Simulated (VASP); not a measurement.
# Rb2YAgF6 (P1) in VASP: a series of runs

Rb2YAgF6 is run at these levels: LDA; tasks: single point.

All numbers are computed with VASP 6.6.1; they aren't measurements. Logs are shortened: lines on timing, memory, paths and dates and some standing lists are left out, and cuts for length are marked.

### 1 The cell of the first run

The typed cell holds 40 atoms: a = 9.177 Å, b = 9.177 Å, c = 9.177 Å, α = 90.00°, β = 90.00°, γ = 90.00°.

### 2 Single point, LDA

Input file INCAR:

```
PREC = Accurate
ENCUT = 520
EDIFF = 1E-6
ISMEAR = -1
SIGMA = 0.05
LREAL = Auto
LASPH = T
NELM = 60
ALGO = Normal
ISIF = 2
LWAVE = F
LCHARG = F
NBANDS = 190
```

Input file KPOINTS:

```
Automatic mesh
0
Gamma
  1 1 1
```

Input file POSCAR:

```
Rb2YAgF6
1.0
    9.1773740000      0.0000000000      0.0000000000
    0.0000000000      9.1773740000      0.0000000000
    0.0000000000      0.0000000000      9.1773740000
Rb Y Ag F
8 4 4 24
Direct
    0.7680955358      0.7206527706      0.8158542956
    0.2943325618      0.2762337026      0.2400141914
    0.2053419638      0.2841335659      0.7409417988
    0.7781528790      0.7209796615      0.2841008768
    0.2746973154      0.7916425766      0.3013607160
    0.7347090791      0.2305779409      0.7734783392
    0.7641619487      0.2510957928      0.1834620666
    0.3194595753      0.7978970891      0.7138207509
    0.4781106229      0.5047849200      0.4994239093
   -0.0215965918     -0.0021683763      0.5197456266
    0.0349555330      0.4866315789      0.0013947345
    0.4984977184     -0.0035522144     -0.0297906569
   -0.0152113230     -0.0559092394     -0.0284177151
    0.5254989063      0.4921124496     -0.0256391425
    0.4997399038      0.0383769911      0.5132404978
   -0.0564867466      0.4937578004      0.5239843119
    0.2188752469      0.5366676786      0.4696877342
    0.5123143069      0.4627031654      0.2460180875
    0.7078822330      0.5066699908      0.5734864897
    0.4148027529      0.2755254390      0.4907613006
    0.5158883140      0.7212302779      0.4154347420
    0.4358436302      0.5129680887      0.7251420722
    0.7413667570      0.0033996653      0.4627140618
    0.0160503429      0.0163772338      0.2767567280
    0.2111824145      0.0545145049      0.5401763075
   -0.0228060881      0.7451913805      0.5407320220
   -0.0140345158      0.2289761755      0.5269154335
   -0.0683310934     -0.0563995757      0.7226685978
    0.7638132651      0.4293602941     -0.0479548943
   -0.0199403446      0.4733489122      0.7912503075
    0.2662853230      0.5456244891     -0.0114629740
    0.0901347161      0.2553017889      0.0219234827
   -0.0628720155      0.7390240389      0.0705321588
   -0.0310328423      0.4997834893      0.2006238386
    0.2824446296     -0.0549285667     -0.1059126500
    0.5709912225     -0.0081504796      0.7616775779
    0.7398194734      0.0303245787      0.0069736724
    0.5095684234      0.7659925377      0.0068320197
    0.4766287175      0.2255765102     -0.0015363872
    0.4308966813      0.0082376506      0.2167068706
```

Potentials or basis: VASP PAW LDA potentials, release 64 (Rb_sv, Y_sv, Ag, F).

Launch:

```console
cat potpaw_LDA.64/Rb_sv/POTCAR potpaw_LDA.64/Y_sv/POTCAR potpaw_LDA.64/Ag/POTCAR potpaw_LDA.64/F/POTCAR > POTCAR
mpirun -np 1 vasp_gam > vasp.out
```

OUTCAR:

```text
PREC = Accurate
   ENCUT = 520
   EDIFF = 1E-6
   ISMEAR = -1
   LREAL = Auto
   LASPH = T
   NELM = 60
   ISIF = 2

 ion  position               nearest neighbor table
   1  0.768  0.721  0.816-  28 2.68  33 2.81  29 2.95  38 2.98  30 3.00  19 3.02  36 3.12  26 3.18
                            13 3.19  37 3.35  14 3.39  11 3.68  22 3.69  16 3.76  12 3.81  10 4.19
   2  0.294  0.276  0.240-  20 2.55  18 2.63  32 2.75  40 2.77  39 2.82  17 3.26  31 3.39  25 3.51
                            24 3.51   9 3.59  34 3.64  11 3.77  14 3.79  15 3.82  12 4.03   7 4.35
   3  0.205  0.284  0.741-  30 2.74  32 2.80  25 2.80  27 2.86  22 2.98  20 3.00  31 3.35  17 3.40
                            11 3.41  39 3.47  35 3.49  16 3.67   9 3.91  10 3.92  15 4.09  14 4.11
   4  0.778  0.721  0.284-  33 2.45  21 2.69  34 2.79  26 2.99  23 3.09  19 3.37  16 3.39  18 3.42
                            24 3.48  38 3.57  10 3.81  37 3.83   9 3.93  13 4.00  11 4.11  14 4.23
   5  0.275  0.792  0.301-  21 2.53  40 2.57  17 2.85  24 3.15  25 3.31  38 3.47  26 3.53  15 3.63
                            31 3.65   9 3.70  18 3.76  33 3.78   8 3.81  10 3.87  12 4.12  13 4.27
   6  0.735  0.231  0.773-  29 2.47  36 2.66  37 2.82  19 3.14  39 3.14  30 3.17  28 3.23  27 3.23
                            23 3.53  12 3.55  14 3.58  15 3.67   7 3.78  22 3.80  16 3.84  10 3.87
   7  0.764  0.251  0.183-  37 2.60  29 2.68  34 2.96  18 3.07  39 3.15  24 3.27  32 3.34  23 3.43
                            14 3.66  11 3.69  27 3.76   6 3.78  40 3.80  12 3.90  13 3.98  16 4.18
   8  0.319  0.798  0.714-  35 2.16  22 2.83  36 2.95  25 3.01  38 3.22  15 3.32  21 3.35  12 3.40
                            17 3.41  31 3.46  26 3.55   9 3.64  28 3.80   5 3.81  10 4.04  13 4.10
   9  0.478  0.505  0.499-  22 2.11  21 2.16  20 2.18  19 2.22  18 2.38  17 2.41   2 3.59   8 3.64
                             5 3.70   3 3.91   4 3.93   6 4.27   1 4.41   7 4.55
  10  0.978  0.998  0.520-  28 1.97  27 2.12  25 2.21  23 2.24  24 2.26  26 2.33   4 3.81   6 3.87
                             5 3.87   3 3.92   8 4.04   1 4.19   7 4.34   2 4.64
  11  0.035  0.487  0.001-  34 1.93  30 2.00  32 2.19  31 2.19  33 2.56  29 2.58   3 3.41   1 3.68
                             7 3.69   2 3.77   4 4.11   6 4.18   5 4.50   8 4.68
  12  0.498  0.996  0.970-  36 2.03  39 2.13  38 2.14  35 2.15  37 2.26  40 2.35   8 3.40   6 3.55
                             1 3.81   7 3.90   2 4.03   5 4.12   3 4.32   4 4.61
  13  0.985  0.944  0.972-  33 2.13  28 2.34  37 2.41   1 3.19   6 3.94   7 3.98   4 4.00   8 4.10
                             5 4.27   3 4.28
  14  0.525  0.492  0.974-  29 2.27  31 2.43  22 2.44  39 2.50  18 2.51  38 2.54   1 3.39   6 3.58
                             7 3.66   2 3.79   3 4.11   8 4.14   4 4.23   5 4.68
  15  0.500  0.038  0.513-  23 2.29  20 2.32  36 2.41  25 2.66   8 3.32   5 3.63   6 3.67   2 3.82
                             3 4.09   7 4.34   4 4.41
  16  0.944  0.494  0.524-  19 2.21  26 2.33  27 2.46  30 2.48  17 2.61   4 3.39   3 3.67   1 3.76
                             6 3.84   7 4.18   5 4.57   2 4.60
  17  0.219  0.537  0.470-   9 2.41  16 2.61   5 2.85   2 3.26   3 3.40   8 3.41
  18  0.512  0.463  0.246-   9 2.38  14 2.51   2 2.63   7 3.07   4 3.42   5 3.76
  19  0.708  0.507  0.573-  16 2.21   9 2.22   1 3.02   6 3.14   4 3.37
  20  0.415  0.276  0.491-   9 2.18  15 2.32   2 2.55   3 3.00
  21  0.516  0.721  0.415-   9 2.16   5 2.53   4 2.69   8 3.35
  22  0.436  0.513  0.725-   9 2.11  14 2.44   8 2.83   3 2.98   1 3.69   6 3.80
  23  0.741  0.003  0.463-  10 2.24  15 2.29   4 3.09   7 3.43   6 3.53
  24  0.016  0.016  0.277-  10 2.26   5 3.15   7 3.27   4 3.48   2 3.51
  25  0.211  0.055  0.540-  10 2.21  15 2.66   3 2.80   8 3.01   5 3.31   2 3.51
  26  0.977  0.745  0.541-  10 2.33  16 2.33   4 2.99   1 3.18   5 3.53   8 3.55
  27  0.986  0.229  0.527-  10 2.12  16 2.46   3 2.86   6 3.23   7 3.76
  28  0.932  0.944  0.723-  10 1.97  13 2.34   1 2.68   6 3.23   8 3.80
  29  0.764  0.429  0.952-  14 2.27   6 2.47  11 2.58   7 2.68   1 2.95
  30  0.980  0.473  0.791-  11 2.00  16 2.48   3 2.74   1 3.00   6 3.17
  31  0.266  0.546  0.989-  11 2.19  14 2.43   3 3.35   2 3.39   8 3.46   5 3.65
  32  0.090  0.255  0.022-  11 2.19   2 2.75   3 2.80   7 3.34
  33  0.937  0.739  0.071-  13 2.13   4 2.45  11 2.56   1 2.81   5 3.78
  34  0.969  0.500  0.201-  11 1.93   4 2.79   7 2.96   2 3.64
  35  0.282  0.945  0.894-  12 2.15   8 2.16   3 3.49
  36  0.571  0.992  0.762-  12 2.03  15 2.41   6 2.66   8 2.95   1 3.12
  37  0.740  0.030  0.007-  12 2.26  13 2.41   7 2.60   6 2.82   1 3.35   4 3.83
  38  0.510  0.766  0.007-  12 2.14  14 2.54   1 2.98   8 3.22   5 3.47   4 3.57
  39  0.477  0.226  0.998-  12 2.13  14 2.50   2 2.82   6 3.14   7 3.15   3 3.47
  40  0.431  0.008  0.217-  12 2.35   5 2.57   2 2.77   7 3.80

  LATTYP: Found a simple cubic cell.
 ALAT       =     9.1773740000

  Lattice vectors:

 A1 = (   9.1773740000,   0.0000000000,   0.0000000000)
 A2 = (   0.0000000000,   9.1773740000,   0.0000000000)
 A3 = (   0.0000000000,   0.0000000000,   9.1773740000)

Analysis of symmetry for initial positions (statically):
=====================================================================
 Subroutine PRICEL returns:
 Original cell was already a primitive cell.

 Routine SETGRP: Setting up the symmetry group for a
 simple cubic supercell.

 Subroutine GETGRP returns: Found  1 space group operations
 (whereof  1 operations were pure point group operations)
 out of a pool of 48 trial point group operations.
[... 137 lines left out ...]

  Shift w.r.t. Gamma in fractional coordinates (k-lattice)
     0.000000000  0.000000000  0.000000000

 Subroutine IBZKPT returns following result:
 ===========================================

 Found      1 irreducible k-points:

 Following reciprocal coordinates:
            Coordinates               Weight
  0.000000  0.000000  0.000000      1.000000
   k-points           NKPTS =      1   k-points in BZ     NKDIM =      1   number of bands    NBANDS=    190
   number of dos      NEDOS =    301   number of ions     NIONS =     40
   total plane-waves  NPLWV = 343000
   dimension x,y,z NGX =    70 NGY =   70 NGZ =   70
   dimension x,y,z NGXF=   140 NGYF=  140 NGZF=  140
   ions per type =               8   4   4  24
   NGX,Y,Z   is equivalent  to a cutoff of  12.68, 12.68, 12.68 a.u.
   NGXF,Y,Z  is equivalent  to a cutoff of  25.36, 25.36, 25.36 a.u.
 SYSTEM =  unknown system
   PREC   = accura    normal or accurate (medium, high low for compatibility)
   ISTART =      0    job   : 0-new  1-cont  2-samecut
   ICHARG =      2    charge: 1-file 2-atom 10-const
   ISPIN  =      1    spin polarized calculation?
   LNONCOLLINEAR =      F non collinear calculations
   LSORBIT =      F    spin-orbit coupling
   LASPH  =      T    aspherical Exc in radial PAW
   ENCUT  =  520.0 eV  38.22 Ry    6.18 a.u.  17.06 17.06 17.06*2*pi/ulx,y,z
   NELM   =     60;   NELMIN=  2; NELMDL= -5     # of ELM steps
   EDIFF  = 0.1E-05   stopping-criterion for ELM
   LREAL  =      T    real-space projection
   EDIFFG = 0.1E-04   stopping-criterion for IOM
   NSW    =      0    number of steps for IOM
   IBRION =     -1    ionic relax: 0-MD 1-quasi-New 2-CG
   NFREE  =      0    steps in history (QN), initial steepest desc. (CG)
   ISIF   =      2    stress and relaxation
   ISYM   =      2    0-nonsym 1-usesym 2-fastsym
   POTIM  = 0.5000    time-step for ionic-motion
   TEBEG  =    0.0;   TEEND  =   0.0 temperature during run
   PSTRESS=    0.0 pullay stress
   NELECT =     328.0000    total number of electrons
   NUPDOWN=      -1.0000    fix difference up-down
   EMIN   =  10.00;   EMAX   =-10.00  energy-range for DOS
   EFERMI =   0.00;   METHOD = LEGACY
   ISMEAR =    -1;   SIGMA  =   0.05  broadening in eV -4-tet -1-fermi 0-gaus
   EFERMI_NEDOS =   21; number of points for ismear=-14 and -15
   IALGO  =     38    algorithm
   IMIX   =      4    mixing-type and parameters
     AMIX     =   0.40;   BMIX     =  1.00
     AMIX_MAG =   1.60;   BMIX_MAG =  1.00
  volume/ion in A,a.u.               =      19.32       130.40
  Fermi-wavevector in a.u.,A,eV,Ry     =   1.230215  2.324769 20.591451  1.513429
  Thomas-Fermi vector in A             =   2.365072
   LORBIT       =      0    0 simple, 1 ext, 2 COOP (PROOUT), +10 PAW based schemes
   GGA     = CA    functional components
   LHFCALC =     F    Hartree Fock is set to
   AEXX    =    0.0000 exact exchange contribution
   IVDW    =     0    specifies the selected vdW correction
   LEPSILON=     F    determine dielectric tensor
   LRPA    =     F    only Hartree local field effects (RPA)
 non-spin polarized calculation
  energy-cutoff  :      520.00
  volume of cell :      772.96
 maximum number of plane-waves:     10408
 NGX is ok and might be reduce to    70
   NGX = 35   NGY = 35   NGZ = 35

 number of electron     328.0000006 magnetization

 Free energy of the ion-electron system (eV)
  ---------------------------------------------------
  ext. energy  EPLUGINS =         0.00000000
  ---------------------------------------------------
  free energy    TOTEN  =      -218.06622646 eV

  energy without entropy =     -218.06622645  energy(sigma->0) =     -218.06622645

 E-fermi :   0.6862     XC(G=0):  -9.2083

 val. band max:       -0.5403244288   @ k =   0.0000   0.0000   0.0000
 cond. band min:       1.9217628905   @ k =   0.0000   0.0000   0.0000
 fundamental gap:      2.4620873193
 Fermi energy:         0.6862086688

 k-point     1 :       0.0000    0.0000    0.0000
  band No.  band energies     occupation
      1     -41.2741      2.00000
      2     -40.9284      2.00000
      3     -40.7059      2.00000
      4     -40.5551      2.00000
      5     -25.5706      2.00000
      6     -25.5069      2.00000
[... 168 lines left out ...]
    175       4.9472      0.00000
    176       5.0618      0.00000
 [bands above 176 left out]

------------------------ aborting loop because EDIFF is reached ----------------------------------------

  FORCE on cell =-STRESS in cart. coord.  units (eV):
  Direction    XX          YY          ZZ          XY          YZ          ZX
  --------------------------------------------------------------------------------------
  -------------------------------------------------------------------------------------
  Total      -22.1018718    -14.1545136      2.6853660     -1.0278535      3.8889151     -2.6323805
  in kB      -45.8125374    -29.3393333      5.5661997     -2.1305244      8.0609041     -5.4563718
  external PRESSURE =     -23.1952237 kB  Pullay stress =       0.0000000 kB

 VOLUME and BASIS-vectors are now :
 -----------------------------------------------------------------------------
  energy-cutoff  :      520.00
  volume of cell :      772.96
      direct lattice vectors                 reciprocal lattice vectors
     9.177374000  0.000000000  0.000000000     0.108963632  0.000000000  0.000000000
     0.000000000  9.177374000  0.000000000     0.000000000  0.108963632  0.000000000
     0.000000000  0.000000000  9.177374000     0.000000000  0.000000000  0.108963632

 POSITION                                       TOTAL-FORCE (eV/Angst)
 -----------------------------------------------------------------------------------
      7.04910      6.61370      7.48740        -0.183700     -0.234358     -0.294868
      2.70120      2.53510      2.20270        -0.498305     -0.415316     -0.318204
      1.88450      2.60760      6.79990         0.400763     -0.170531     -0.425532
      7.14140      6.61670      2.60730        -0.366023      0.186834      0.425566
      2.52100      7.26520      2.76570        -0.613064      0.050208     -0.539828
      6.74270      2.11610      7.09850         0.292259      0.047444     -0.585263
[... 32 lines left out ...]
      4.37420      2.07020      9.16327         0.188484      0.121254     -0.458765
      3.95450      0.07560      1.98880         0.450566      0.183149     -0.630442
 -----------------------------------------------------------------------------------
    total drift:                                0.000606      0.004733     -0.000166

  FREE ENERGIE OF THE ION-ELECTRON SYSTEM (eV)
  ---------------------------------------------------
  free  energy   TOTEN  =      -218.0662264550 eV

  energy  without entropy=     -218.0662264549  energy(sigma->0) =     -218.06622645
```

It took 6.9 min on 1 thread of Oxide Virtual Turin-like, shared host; peak memory 0.5 GiB.

Results:

```
Free energy            : -218.0662 eV
Pressure               : -2.3 GPa
Largest force          : 3.656 eV/Å
Band gap on the k mesh : 2.46 eV
```

Forces in eV/Å, atoms in the order of the input:
```
Rb  -0.184 -0.234 -0.295
Rb  -0.498 -0.415 -0.318
Rb   0.401 -0.171 -0.426
Rb  -0.366  0.187  0.426
Rb  -0.613  0.050 -0.540
Rb   0.292  0.047 -0.585
Rb   0.043 -0.096  0.516
Rb  -0.004 -2.017 -2.075
Y   -0.496 -0.215 -1.320
Y    0.511  0.264 -3.611
Y    1.368  0.239 -0.206
Y   -0.499 -0.215  3.468
Ag   0.333  0.770  0.322
Ag  -0.558  0.195  0.410
Ag  -0.013  0.122 -0.592
Ag   0.979  0.038 -0.105
F    1.320 -0.118  0.210
F    0.308  0.097  1.044
F   -0.902 -0.211 -0.271
F    0.707  0.320  0.600
F   -0.172 -0.344  0.931
F    0.097  0.076 -0.147
F    0.269  0.089  0.253
F   -0.186 -0.526  0.653
F    0.180 -0.993  0.304
F    0.009  0.562 -0.614
F   -0.629  0.496  0.496
F   -0.356  0.266  2.620
F    0.427  0.569  0.778
F   -0.103  0.100 -1.877
F   -0.961 -0.351  0.078
F   -0.496  0.855 -0.402
F    0.631 -0.902 -1.173
F   -0.950 -0.443  2.777
F   -0.507  1.953  1.976
F    0.015 -0.246 -1.550
F   -0.478 -0.170 -0.249
F    0.441  0.068 -0.415
F    0.188  0.121 -0.459
F    0.451  0.183 -0.630
```

Stress tensor (GPa, compression positive):
```
-4.58 -0.21 -0.55
-0.21 -2.93  0.81
-0.55  0.81  0.56
```

Caveat: the k points lie up to 0.68 Å⁻¹ apart; forces of over 1 eV/Å act on the atoms, so gaps and moduli don't describe the material at rest.

(Continued in part 2 of 2.)
